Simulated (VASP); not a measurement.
A run of VASP 6.6.1 is set up as follows.

File POSCAR:

```
Rh
1.0
    1.3441500000      2.3281360000      0.0000000000
   -1.3441500000      2.3281360000      0.0000000000
    0.0000000000      0.0000000000      4.2473390000
Rh
2
Direct
    0.3333300000      0.3333400000      0.2500000000
    0.6666600000      0.6666700000      0.7500000000
```

The input INCAR.step1:

```
PREC     = Accurate       # precision mode
ENCUT    = 580            # plane-wave cutoff, eV
ISMEAR   = -1             # smearing method
SIGMA    = 0.1            # smearing width, eV
LREAL    = False          # projectors in reciprocal space
LASPH    = True           # aspherical terms in the spheres
NELM     = 120            # most SCF steps
NBANDS   = 24             # bands
GGA      = PE             # functional
ALGO     = Normal         # electronic algorithm
EDIFF    = 1E-5           # SCF threshold, eV
LWAVE    = True           # write WAVECAR
LCHARG   = False          # write CHGCAR
GGA_COMPAT= False
```

File INCAR.step2:

```
PREC     = Accurate       # precision mode
ENCUT    = 580            # plane-wave cutoff, eV
EDIFF    = 1E-6           # SCF threshold, eV
ISMEAR   = -1             # smearing method
SIGMA    = 0.1            # smearing width, eV
LREAL    = False          # projectors in reciprocal space
LASPH    = True           # aspherical terms in the spheres
NELM     = 120            # most SCF steps
ALGO     = Normal         # electronic algorithm
ISIF     = 2              # what is computed and relaxed
LWAVE    = False          # write WAVECAR
LCHARG   = False          # write CHGCAR
METAGGA  = R2SCAN         # meta-GGA
LMIXTAU  = True         
NBANDS   = 24             # bands
ISTART   = 1            
GGA_COMPAT= False
```

KPOINTS

```
Automatic mesh
0
Gamma
  8 8 4
```

Potentials or basis: VASP PAW PBE potentials, release 64 (Rh_sv_GW).

The run is started by

```sh
$ cat potpaw_PBE.64/Rh_sv_GW/POTCAR > POTCAR
$ cp INCAR.step1 INCAR
$ mpirun -np 1 vasp_std > vasp.out
$ cp INCAR.step2 INCAR
$ mpirun -np 1 vasp_std > vasp.out
```

Task: Predict the band gap on the k mesh.

Result: Zero (band 17 reaches 12.11 eV, above the bottom of band 18 at 9.84 eV).

Task: What does it give for the pressure?

Result: 9.8 GPa.

Stress tensor (GPa, compression positive):
```
 8.04  0.00  0.00
 0.00  8.03  0.00
 0.00  0.00 13.48
```

Caveat: the k points lie up to 0.37 Å⁻¹ apart; the PAW data sets were made with another functional, which shifts forces and pressure a little.
